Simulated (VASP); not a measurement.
Input of a VASP 6.6.1 run:

INCAR

```
PREC     = Accurate       # precision mode
ENCUT    = 520            # plane-wave cutoff, eV
EDIFF    = 1E-6           # SCF threshold, eV
ISMEAR   = 1              # smearing method
SIGMA    = 0.5            # smearing width, eV
LREAL    = F              # projectors in reciprocal space
LASPH    = T              # aspherical terms in the spheres
NELM     = 100            # most SCF steps
ALGO     = Normal         # electronic algorithm
ISIF     = 2              # what is computed and relaxed
LWAVE    = F              # write WAVECAR
LCHARG   = F              # write CHGCAR
GGA      = PS             # functional
NBANDS   = 31             # bands
```

The input KPOINTS:

```
Automatic mesh
0
Gamma
  6 6 6
```

POSCAR

```
Al3Bi2As
1.0
   -2.1676147771      6.5005296143      3.0611084737
    2.1676147771     -6.5005296143      3.0611084737
    2.1676147771      6.5005296143     -3.0611084737
As Al Bi
1 3 2
Direct
    0.0033937697      0.0033937697      0.0000000000
    0.2194291772      0.7194291772      0.5000000000
    0.6119950377      0.7656391011      0.8463559366
    0.9192831646      0.7656391011      0.1536440634
    0.3328461746     -0.0020505746      0.3348967492
    0.6630526762     -0.0020505746      0.6651032508
```

Potentials or basis: VASP PAW PBE potentials, release 64 (As, Al, Bi_d).

Run with:

```console
$ cat potpaw_PBE.64/As/POTCAR potpaw_PBE.64/Al/POTCAR potpaw_PBE.64/Bi_d/POTCAR > POTCAR
$ mpirun -np 1 vasp_std > vasp.out
```

Question: What does it give for the pressure?

Answer: -0.3 GPa.

Question: Predict the largest force.

Answer: 0.032 eV/Å.

Forces on the atoms (eV/Å):
```
As   0.000  0.000  0.032
Al   0.000  0.000  0.010
Al   0.000 -0.019  0.000
Al   0.000  0.019  0.000
Bi   0.000 -0.015 -0.021
Bi   0.000  0.015 -0.021
```

Caveat: so wide a smearing shifts energies and pressures; the PAW data sets were made with another functional, which shifts forces and pressure a little.
